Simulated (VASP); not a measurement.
# KBr (P4mm) in VASP: notebook, part 2 of 2

VASP 6.6.1.

### 3 Single point, PBEsol (all Br atoms moved +0.438 Å, as atom 2 along Cartesian [0 0 1])

Contents of INCAR:

```
SYSTEM = KBr
PREC = Accurate
ENCUT = 520
EDIFF = 1E-7
ISMEAR = 0
SIGMA = 0.05
LREAL = .False.
LASPH = .True.
NELM = 60
ALGO = Normal
ISIF = 2
LWAVE = .False.
LCHARG = .False.
GGA = PS
NBANDS = 15
```

Contents of KPOINTS:

```
Automatic mesh
0
Gamma
  6 6 6
  0 0 0
```

Contents of POSCAR:

```
KBr
1.0
    4.0434990000      0.0000000000      0.0000000000
    0.0000000000      4.0434990000      0.0000000000
    0.0000000000      0.0000000000      4.0434990000
K Br
1 1
Direct
    0.0000000000      0.0000000000      0.0000000000
    0.5000000000      0.5000000000      0.6081983698
```

Potentials or basis: VASP PAW PBE potentials, release 64 (K_sv, Br).

The run is started by

```console
$ cat potpaw_PBE.64/K_sv/POTCAR potpaw_PBE.64/Br/POTCAR > POTCAR
$ mpirun -np 1 vasp_std > vasp.out
```

It took 21 s on 1 thread of Intel Xeon Platinum 8488C (Sapphire Rapids), shared host; peak memory 0.18 GiB.

It converged, with:

```
Free energy            : -6.3009 eV
Pressure               : -0.4 GPa
Largest force          : 0.205 eV/Å
Band gap on the k mesh : 3.76 eV (least direct gap 4.03 eV)
```

Forces on the atoms (eV/Å):
```
K    0.000  0.000  0.205
Br   0.000  0.000 -0.205
```

Stress tensor (GPa, compression positive):
```
-0.35  0.00  0.00
 0.00 -0.35  0.00
 0.00  0.00 -0.48
```

Levels at points of the mesh, in eV from the valence-band top:
```tsv
k point	band 4	band 5	band 6	band 7	band 8	band 9	band 10	band 11	band 12	band 13
(0.00, 0.00, 0.00)	-11.87	-11.84	-0.29	-0.27	-0.27	3.76	5.72	6.17	9.58	9.87
(0.50, 0.00, 0.00)	-11.85	-11.66	-1.96	-0.29	-0.16	6.29	6.89	7.58	8.16	9.78
(0.00, 0.00, 0.50)	-11.86	-11.74	-1.93	-0.23	-0.23	6.44	6.88	7.70	9.20	9.43
(0.50, 0.50, 0.00)	-12.03	-11.86	-1.39	-1.39	0.00	5.24	6.71	8.11	8.11	10.53
(0.00, 0.50, 0.50)	-11.86	-11.84	-1.42	-1.37	-0.06	5.17	6.46	8.08	8.21	10.01
(0.50, 0.50, 0.50)	-11.99	-11.99	-1.41	-1.41	-1.39	7.04	7.04	7.43	9.60	9.90
```

Caveat: the cell differs from its parent crystal (all Br atoms moved +0.438 Å, as atom 2 along Cartesian [0 0 1]); the PAW data sets were made with another functional, which shifts forces and pressure a little.

### 4 Single point, PBEsol (all Br atoms moved +0.312 Å, as atom 2 along Cartesian [0 0 1])

Contents of INCAR:

```
PREC = Accurate
ENCUT = 520
EDIFF = 1E-6
ISMEAR = 0
SIGMA = 0.05
LREAL = F
LASPH = T
NELM = 60
ALGO = Normal
ISIF = 2
LWAVE = F
LCHARG = F
GGA = PS
NBANDS = 15
```

Contents of KPOINTS:

```
Automatic mesh
0
Gamma
  6 6 6
```

POSCAR, as its differences from that of step 3:

```diff
@@ -9,2 +9,2 @@
     0.0000000000      0.0000000000      0.0000000000
-    0.5000000000      0.5000000000      0.6081983698
+    0.5000000000      0.5000000000      0.5772845498
```

The run is started by

```console
$ cat potpaw_PBE.64/K_sv/POTCAR potpaw_PBE.64/Br/POTCAR > POTCAR
$ mpirun -np 1 vasp_std > vasp.out
```

It took 16 s on 1 thread of Intel Xeon Platinum 8488C (Sapphire Rapids), shared host; peak memory 0.18 GiB.

Results (log left out):

| Quantity | Value |
| --- | --- |
| Free energy | -6.3224 eV |
| Pressure | -0.8 GPa |
| Largest force | 0.140 eV/Å |
| Band gap on the k mesh | 3.73 eV (least direct gap 4.00 eV) |

Forces in eV/Å, atoms in the order of the input:
```
K    0.000  0.000  0.140
Br   0.000  0.000 -0.140
```

Levels at points of the mesh, in eV from the valence-band top:
```csv
k point,band 4,band 5,band 6,band 7,band 8,band 9,band 10,band 11,band 12,band 13
"(0.00, 0.00, 0.00)",-11.92,-11.90,-0.28,-0.27,-0.27,3.73,5.73,5.96,9.62,9.77
"(0.50, 0.00, 0.00)",-11.90,-11.73,-1.97,-0.26,-0.19,6.31,7.00,7.54,8.34,9.71
"(0.00, 0.00, 0.50)",-11.90,-11.76,-1.96,-0.24,-0.24,6.38,6.97,7.64,9.01,9.52
"(0.50, 0.50, 0.00)",-12.07,-11.89,-1.40,-1.40,0.00,5.18,6.56,8.06,8.06,10.33
"(0.00, 0.50, 0.50)",-11.97,-11.88,-1.41,-1.39,-0.03,5.14,6.42,8.04,8.11,10.06
"(0.50, 0.50, 0.50)",-12.03,-12.03,-1.42,-1.42,-1.42,7.14,7.14,7.35,9.48,9.65
```

Caveat: the cell differs from its parent crystal (all Br atoms moved +0.312 Å, as atom 2 along Cartesian [0 0 1]); the PAW data sets were made with another functional, which shifts forces and pressure a little.

### 5 Single point, PBEsol (all Br atoms moved +0.188 Å, as atom 2 along Cartesian [0 0 1])

Contents of INCAR:

```
PREC     = Accurate       # precision mode
ENCUT    = 520            # plane-wave cutoff, eV
EDIFF    = 1E-7           # SCF threshold, eV
ISMEAR   = 0              # smearing method
SIGMA    = 0.05           # smearing width, eV
LREAL    = False          # projectors in reciprocal space
LASPH    = True           # aspherical terms in the spheres
NELM     = 100            # most SCF steps
ALGO     = Normal         # electronic algorithm
ISIF     = 2              # what is computed and relaxed
LWAVE    = False          # write WAVECAR
LCHARG   = False          # write CHGCAR
GGA      = PS             # functional
NBANDS   = 15             # bands
```

Contents of KPOINTS:

```
regular mesh
0
Gamma
  6 6 6
```

POSCAR, as its differences from that of step 4:

```diff
@@ -9,2 +9,2 @@
     0.0000000000      0.0000000000      0.0000000000
-    0.5000000000      0.5000000000      0.5772845498
+    0.5000000000      0.5000000000      0.5463707299
```

Potentials or basis: VASP PAW PBE potentials, release 64 (K_sv, Br).

The run is started by

```console
$ cat potpaw_PBE.64/K_sv/POTCAR potpaw_PBE.64/Br/POTCAR > POTCAR
$ mpirun -np 1 vasp_std > vasp.out
```

OUTCAR:

```text
PREC = Accurate
   ENCUT = 520
   EDIFF = 1E-7
   ISMEAR = 0
   LREAL = False
   LASPH = True
   NELM = 100
   ISIF = 2
   GGA = PS

 ion  position               nearest neighbor table
   1  0.000  0.000  0.000-
   2  0.500  0.500  0.546-

  LATTYP: Found a simple cubic cell.
 ALAT       =     4.0434990000

  Lattice vectors:

 A1 = (   4.0434990000,   0.0000000000,   0.0000000000)
 A2 = (   0.0000000000,   4.0434990000,   0.0000000000)
[... 615 lines left out ...]
 [... further k-points ...]

------------------------ aborting loop because EDIFF is reached ----------------------------------------

  FORCE on cell =-STRESS in cart. coord.  units (eV):
  Direction    XX          YY          ZZ          XY          YZ          ZX
  --------------------------------------------------------------------------------------
  -------------------------------------------------------------------------------------
  Total       -0.4359078     -0.4359078     -0.4392657      0.0000000      0.0000000      0.0000000
  in kB      -10.5641175    -10.5641175    -10.6454944      0.0000000      0.0000000      0.0000000
  external PRESSURE =     -10.5912431 kB  Pullay stress =       0.0000000 kB

 VOLUME and BASIS-vectors are now :
 -----------------------------------------------------------------------------
  energy-cutoff  :      520.00
  volume of cell :       66.11
      direct lattice vectors                 reciprocal lattice vectors
     4.043499000  0.000000000  0.000000000     0.247310559  0.000000000  0.000000000
     0.000000000  4.043499000  0.000000000     0.000000000  0.247310559  0.000000000
     0.000000000  0.000000000  4.043499000     0.000000000  0.000000000  0.247310559

 POSITION                                       TOTAL-FORCE (eV/Angst)
 -----------------------------------------------------------------------------------
      0.00000      0.00000      0.00000         0.000000     -0.000000      0.081239
      2.02175      2.02175      2.20925        -0.000000      0.000000     -0.081239
 -----------------------------------------------------------------------------------
    total drift:                                0.000000      0.000000     -0.000346

  FREE ENERGIE OF THE ION-ELECTRON SYSTEM (eV)
  ---------------------------------------------------
  free  energy   TOTEN  =        -6.3361879922 eV

  energy  without entropy=       -6.3361879922  energy(sigma->0) =       -6.33618799
```

It took 19 s on 1 thread of Intel Xeon Platinum 8488C (Sapphire Rapids), shared host; peak memory 0.18 GiB.

Results:

```
Free energy            : -6.3362 eV
Pressure               : -1.1 GPa
Largest force          : 0.081 eV/Å
Band gap on the k mesh : 3.72 eV (least direct gap 3.98 eV)
```

Forces in eV/Å, atoms in the order of the input:
```
K    0.000  0.000  0.081
Br   0.000  0.000 -0.081
```

Caveat: the cell differs from its parent crystal (all Br atoms moved +0.188 Å, as atom 2 along Cartesian [0 0 1]); the PAW data sets were made with another functional, which shifts forces and pressure a little. A k mesh can miss the band edges.

### 6 The runs side by side

```tsv
cell	gap on the mesh (eV)	pressure (GPa)	largest force (eV/Å)
as given, atomic positions A	3.72	-1.0	0.11
as given, atomic positions B	3.76	-0.4	0.21
as given, atomic positions C	3.73	-0.8	0.14
as given, atomic positions D	3.72	-1.1	0.08
```

Alike in all rows: task single point; level PBEsol; potentials or basis VASP PAW PBE potentials, release 64 (K_sv, Br); no spin polarisation; k mesh 6 × 6 × 6; cutoff (eV) 520; smearing gaussian 0.05 eV.

Caveats: the PAW data sets were made with another functional, which shifts forces and pressure a little.

Absolute energies hang on the potentials; compare differences alone.
